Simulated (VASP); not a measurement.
Runs of VASP 6.6.1 on Hf. The structure is that of space group Im-3m (No. 229), or close to it. The cells are those of the table. 

| task | cell | cutoff (eV) | gap on the mesh (eV) | pressure (GPa) |
| --- | --- | --- | --- | --- |
| single point | a = 2.551 Å, angles 109.5°, 1 atom | 520 | none | 128.5 |
| single point | a = 2.808 Å, angles 109.5°, 1 atom | 520 | none | 33.5 |
| single point | a = 2.229 Å, angles 109.5°, 1 atom | 520 | none | (a) |
| relaxation of cell and atoms | relaxed from a = 3.040 Å, angles 109.5°, 1 atom | 600 | none | 0.0 |
| single point | a = 2.920 Å, angles 109.5°, 1 atom | 520 | none | 13.1 |

Alike in all rows: level PBEsol; potentials or basis VASP PAW PBE potentials, release 64 (Hf_pv); no spin polarisation; k mesh 15 × 15 × 15; smearing fermi-dirac 0.08 eV.

Problem. Estimate the missing entries.

Solution. (a) 535.9.

Caveats: the PAW data sets were made with another functional, which shifts forces and pressure a little; spin-orbit coupling is left out, which moves the levels of the heavy elements.

A k mesh can miss the band edges, and the runs leave out spin-orbit coupling on Hf.

A gap of «none» marks levels without a gap at the run's occupations.
